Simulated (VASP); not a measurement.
# Sc (Fm-3m) in VASP: notebook

Runs on Sc. Level: LDA. Tasks: single point.

All numbers are computed with VASP 6.6.1; they aren't measurements. Logs are shortened: lines on timing, memory, paths and dates and some standing lists are left out, and cuts for length are marked.

## Step 1: The cell of the first run

It takes space group Fm-3m (No. 225, cubic). Conventional cell: a = 4.622 Å, b = 4.622 Å, c = 4.622 Å, α = 90.00°, β = 90.00°, γ = 90.00°. Within 4.3 Å of Sc (site symmetry m-3m) lie 12 Sc at 3.27 Å.

## Step 2: Single point, LDA (volume scaled by 0.98)

The input, INCAR:

```
PREC = Accurate ; ENCUT = 520
EDIFF = 1E-6 ; ISMEAR = -1
SIGMA = 0.08 ; LREAL = False
LASPH = True ; NELM = 60
ALGO = Normal ; ISIF = 2
LWAVE = False ; LCHARG = False
NBANDS = 12
```

The input, KPOINTS:

```
Automatic mesh
0
Gamma
  13 13 13
```

The input, POSCAR:

```
Sc
1.0
    0.0000000000      2.3112293167      2.3112293167
    2.3112293167      0.0000000000      2.3112293167
    2.3112293167      2.3112293167      0.0000000000
Sc
1
Direct
    0.0000000000      0.0000000000      0.0000000000
```

Potentials or basis: VASP PAW LDA potentials, release 64 (Sc_sv).

On the command line:

```bash
$ cat potpaw_LDA.64/Sc_sv/POTCAR > POTCAR
$ mpirun -np 1 vasp_std > vasp.out
```

OUTCAR:

```text
PREC = Accurate
   ENCUT = 520
   EDIFF = 1E-6
   ISMEAR = -1
   LREAL = False
   LASPH = True
   NELM = 60
   ISIF = 2

 ion  position               nearest neighbor table
   1  0.000  0.000  0.000-

  LATTYP: Found a face centered cubic cell.
 ALAT       =     4.6224586334

  Lattice vectors:

 A1 = (   0.0000000000,   2.3112293167,   2.3112293167)
 A2 = (   2.3112293167,   0.0000000000,   2.3112293167)
 A3 = (   2.3112293167,   2.3112293167,   0.0000000000)

Analysis of symmetry for initial positions (statically):
=====================================================================
 Subroutine PRICEL returns:
 Original cell was already a primitive cell.

 Routine SETGRP: Setting up the symmetry group for a
 face centered cubic supercell.

 Subroutine GETGRP returns: Found 48 space group operations
 (whereof 48 operations were pure point group operations)
 out of a pool of 48 trial point group operations.

The static configuration has the point symmetry O_h .

Analysis of symmetry for dynamics (positions and initial velocities):
=====================================================================
 Subroutine PRICEL returns:
 Original cell was already a primitive cell.

 Routine SETGRP: Setting up the symmetry group for a
 face centered cubic supercell.

 Subroutine GETGRP returns: Found 48 space group operations
 (whereof 48 operations were pure point group operations)
 out of a pool of 48 trial point group operations.

The dynamic configuration has the point symmetry O_h .

 Subroutine INISYM returns: Found 48 space group operations
 (whereof 48 operations are pure point group operations),
 and found     1 'primitive' translations

----------------------------------------------------------------------------------------

                                     Primitive cell

  volume of cell :      24.6922

  direct lattice vectors                    reciprocal lattice vectors
     0.000000000  2.311229317  2.311229317    -0.216335089  0.216335089  0.216335089
     2.311229317  0.000000000  2.311229317     0.216335089 -0.216335089  0.216335089
     2.311229317  2.311229317  0.000000000     0.216335089  0.216335089 -0.216335089

  length of vectors
     3.268571845  3.268571845  3.268571845     0.374703366  0.374703366  0.374703366

  position of ions in fractional coordinates (direct lattice)
     0.000000000  0.000000000  0.000000000

  ion indices of the primitive-cell ions
[... 74 lines left out ...]
   EDIFF  = 0.1E-05   stopping-criterion for ELM
   LREAL  =      F    real-space projection
   EDIFFG = 0.1E-04   stopping-criterion for IOM
   NSW    =      0    number of steps for IOM
   IBRION =     -1    ionic relax: 0-MD 1-quasi-New 2-CG
   NFREE  =      0    steps in history (QN), initial steepest desc. (CG)
   ISIF   =      2    stress and relaxation
   ISYM   =      2    0-nonsym 1-usesym 2-fastsym
   POTIM  = 0.5000    time-step for ionic-motion
   TEBEG  =    0.0;   TEEND  =   0.0 temperature during run
   PSTRESS=    0.0 pullay stress
   NELECT =      11.0000    total number of electrons
   NUPDOWN=      -1.0000    fix difference up-down
   EMIN   =  10.00;   EMAX   =-10.00  energy-range for DOS
   EFERMI =   0.00;   METHOD = LEGACY
   ISMEAR =    -1;   SIGMA  =   0.08  broadening in eV -4-tet -1-fermi 0-gaus
   EFERMI_NEDOS =   21; number of points for ismear=-14 and -15
   IALGO  =     38    algorithm
   IMIX   =      4    mixing-type and parameters
     AMIX     =   0.40;   BMIX     =  1.00
     AMIX_MAG =   1.60;   BMIX_MAG =  1.00
  volume/ion in A,a.u.               =      24.69       166.63
  Fermi-wavevector in a.u.,A,eV,Ry     =   1.250315  2.362752 21.269811  1.563287
  Thomas-Fermi vector in A             =   2.384315
   LORBIT       =      0    0 simple, 1 ext, 2 COOP (PROOUT), +10 PAW based schemes
   GGA     = CA    functional components
   LHFCALC =     F    Hartree Fock is set to
   AEXX    =    0.0000 exact exchange contribution
   IVDW    =     0    specifies the selected vdW correction
   LEPSILON=     F    determine dielectric tensor
   LRPA    =     F    only Hartree local field effects (RPA)
 non-spin polarized calculation
  energy-cutoff  :      520.00
  volume of cell :       24.69
 maximum number of plane-waves:       678
   NGX = 13   NGY = 13   NGZ = 13

 number of electron      10.9999999 magnetization

 Free energy of the ion-electron system (eV)
  ---------------------------------------------------
  ext. energy  EPLUGINS =         0.00000000
  ---------------------------------------------------
  free energy    TOTEN  =        -6.66774181 eV

  energy without entropy =       -6.62714993  energy(sigma->0) =       -6.64744587

 E-fermi :   3.5124     XC(G=0): -10.1326

 val. band max:        3.5044159257   @ k =  -0.4615   0.3077   0.1538
 cond. band min:       3.5165147062   @ k =   0.4615   0.1538   0.0000
 fundamental gap:      0.0120987805
 Fermi energy:         3.5123650793

 k-point     1 :       0.0000    0.0000    0.0000
  band No.  band energies     occupation
      1     -45.3223      2.00000
      2     -24.0743      2.00000
      3     -24.0743      2.00000
      4     -24.0743      2.00000
      5      -1.6272      2.00000
      6       5.0319      0.00000
      7       5.0319      0.00000
      8       5.0319      0.00000
      9       6.3984      0.00000
     10       6.3984      0.00000
     11      16.1088      0.00000
     12      19.4061      0.00000
[... 331 lines left out ...]
 k-point    24 :       0.4615    0.1538    0.0000
  band No.  band energies     occupation
      1     -45.2582      2.00000
      2     -24.4294      2.00000
      3     -24.1722      2.00000
      4     -24.1488      2.00000
      5       1.8285      2.00000
      6       3.5165      0.97407
      7       4.6083      0.00000
      8       5.3620      0.00000
      9       7.3352      0.00000
     10       7.4283      0.00000
     11      10.7987      0.00000
     12      15.5348      0.00000

 [... further k-points ...]
[... 5 lines left out ...]
  --------------------------------------------------------------------------------------
  -------------------------------------------------------------------------------------
  Total       -0.7299706     -0.7299706     -0.7299706      0.0000000      0.0000000     -0.0000000
  in kB      -47.3649232    -47.3649232    -47.3649232      0.0000000      0.0000000     -0.0000000
  external PRESSURE =     -47.3649232 kB  Pullay stress =       0.0000000 kB

 VOLUME and BASIS-vectors are now :
 -----------------------------------------------------------------------------
  energy-cutoff  :      520.00
  volume of cell :       24.69
      direct lattice vectors                 reciprocal lattice vectors
     0.000000000  2.311229317  2.311229317    -0.216335089  0.216335089  0.216335089
     2.311229317  0.000000000  2.311229317     0.216335089 -0.216335089  0.216335089
     2.311229317  2.311229317  0.000000000     0.216335089  0.216335089 -0.216335089

 POSITION                                       TOTAL-FORCE (eV/Angst)
 -----------------------------------------------------------------------------------
      0.00000      0.00000      0.00000         0.000000      0.000000      0.000000
 -----------------------------------------------------------------------------------
    total drift:                               -0.000000     -0.000000     -0.000000

  FREE ENERGIE OF THE ION-ELECTRON SYSTEM (eV)
  ---------------------------------------------------
  free  energy   TOTEN  =        -6.6677418090 eV

  energy  without entropy=       -6.6271499331  energy(sigma->0) =       -6.64744587
```

It used 44 s of CPU time on 1 thread of AMD EPYC 7R13 Processor (Zen 3), with other jobs on the host.

What came out:

```yaml
Free_energy: -6.6677 eV
Pressure: -4.7 GPa
```

Caveat: the cell differs from its parent crystal (volume scaled by 0.98).

## Step 3: Single point, LDA

This run uses another cell than the first one, of 25.20 Å³/atom, 1.020 times its volume.

The input, INCAR:

```
  PREC = Accurate
  ENCUT = 520
  EDIFF = 1E-6
  ISMEAR = -1
  SIGMA = 0.08
  LREAL = F
  LASPH = T
  NELM = 100
  ALGO = Normal
  ISIF = 2
  LWAVE = F
  LCHARG = F
  GGA = CA
  NBANDS = 12
```

KPOINTS is that of step 2.

The input, POSCAR:

```
Sc
1.0
    0.0000000000      2.3268462047      2.3268462047
    2.3268462047      0.0000000000      2.3268462047
    2.3268462047      2.3268462047      0.0000000000
Sc
1
Direct
    0.0000000000      0.0000000000      0.0000000000
```

Potentials or basis: VASP PAW LDA potentials, release 64 (Sc_sv).

On the command line:

```bash
$ cat potpaw_LDA.64/Sc_sv/POTCAR > POTCAR
$ mpirun -np 1 vasp_std > vasp.out
```

It used 53 s of CPU time on 1 thread of AMD EPYC 7R13 Processor (Zen 3), with other jobs on the host.

Results (log left out):

| Property | Result |
| --- | --- |
| Free energy | -6.6517 eV |
| Pressure | -5.6 GPa |

Levels at points of the mesh, in eV from the Fermi level:
| k point | band 3 | band 4 | band 5 | band 6 | band 7 | band 8 |
| --- | --- | --- | --- | --- | --- | --- |
| (0.00, 0.00, 0.00) | -27.65 | -27.65 | -5.10 | 1.49 | 1.49 | 1.49 |
